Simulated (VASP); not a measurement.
**Ru: single point with PBE**

Crystal: Ru.

```
Ru
1.0
     0.00000    1.91828    1.91828
     1.91828    0.00000    1.91828
     1.91828    1.91828    0.00000
Ru
1
Direct
  0.00000 0.00000 0.00000
```

This isn't the form of Ru at room conditions, which is hcp.

```yaml
Program: VASP 6.6.1
Task: single point
Functional: PBE
Potentials_or_basis: VASP PAW PBE potentials, release 64 (Ru_pv)
Cutoff: 520 eV
k_mesh: 25 × 25 × 25
Occupations: fermi-dirac, width 0.0612256 eV
Spin: no spin polarisation
Dipole_correction: no
Further_INCAR_settings: ALGO = Normal; EDIFF = 1e-07; NBANDS = 13
```

```yaml
Pressure: -6.0 GPa
Band_gap_on_the_k_mesh: zero (bands 7 and 8 overlap by 3.36 eV)
```

Levels at points of the mesh, in eV from the Fermi level:
| k point | band 5 | band 6 | band 7 | band 8 | band 9 | band 10 |
| --- | --- | --- | --- | --- | --- | --- |
| (0.00, 0.00, 0.00) | -2.42 | -2.42 | -2.42 | -0.12 | -0.12 | 10.59 |

It took 2 min on 1 thread of Intel Xeon 8259CL, with other jobs on the host, peak memory 0.19 GiB.

Caveat: the cell stands under tension.
